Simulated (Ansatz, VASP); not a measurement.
**One calculation of Cu, two programs**

```xyz
1
Lattice="-0.1908 1.7173 1.7173 1.7173 -0.1908 1.7173 1.7173 1.7173 -0.1908" Properties=species:S:1:pos:R:3 pbc="T T T"
Cu    0.0000    0.0000    0.0000
```

Alike in both runs: task single point; functional PBEsol; k mesh 24 × 24 × 24; occupations gaussian, width 0.15 eV; no spin polarisation.

```csv
,VASP,Ansatz
version,VASP 6.6.1,Ansatz 0.2.0
potentials or method,"VASP PAW PBE potentials, release 64 (Cu), cutoff 520 eV","scalar-relativistic, plane waves, PAW"
valence electrons in the cell,11,19
```

Ansatz gave:

| Quantity | Value |
| --- | --- |
| gap on the k mesh at the Fermi level (eV) | none |
| pressure (GPa) | -2.8 |
| traceless stress, the component that is largest in VASP (GPa) | 6.56 |

**Question.** Estimate VASP's values.

**Answer.** gap on the k mesh at the Fermi level (eV): none; pressure (GPa): -2.1; traceless stress, the component that is largest in VASP (GPa): 6.54.

VASP's potentials were made for PBE, not for PBEsol. A gap of «none» marks a metal or a gap that the smearing closes. VASP's potentials hold 11 valence electrons a cell and Ansatz's 19, so a difference there can come from the potentials and not from the codes.
